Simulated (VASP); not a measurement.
**AlN (k06): single point with PBEsol**

Crystal: AlN (k06).

```xyz
2
Lattice="0.0000 2.0223 2.0223 2.0223 0.0000 2.0223 2.0223 2.0223 0.0000" Properties=species:S:1:pos:R:3 pbc="T T T"
Al    2.0223    2.0223    2.0223
N     0.0000    0.0000    0.0000
```

| Quantity | Value |
| --- | --- |
| Program | VASP 6.6.1 |
| Task | single point |
| Functional | PBEsol |
| Potentials or basis | VASP PAW PBE potentials, release 64 (Al, N) |
| Cutoff | 600 eV |
| k mesh | 14 × 14 × 14 |
| Occupations | gaussian, width 0.02 eV |
| Spin | no spin polarisation |

The pressure is -0.1 GPa. The band gap on the k mesh is 4.55 eV, indirect (least direct gap 5.66 eV).

Levels at points of the mesh, in eV from the valence-band top:
```csv
k point,band 1,band 2,band 3,band 4,band 5,band 6,band 7,band 8
"(0.00, 0.00, 0.00)",-17.54,0.00,0.00,0.00,5.66,12.02,12.02,12.02
"(0.50, 0.00, 0.00)",-14.25,-8.36,-1.09,-1.09,6.04,10.90,10.90,13.24
"(0.50, 0.50, 0.00)",-13.25,-7.44,-2.82,-2.82,4.55,5.14,13.96,17.15
```

Wall time 11 s on 1 thread of AMD EPYC 9R45 96-Core Processor (Zen 5) (shared host), peak memory 0.11 GiB.

Caveat: the PAW data sets were made with another functional, which shifts forces and pressure a little. A k mesh can miss the band edges.
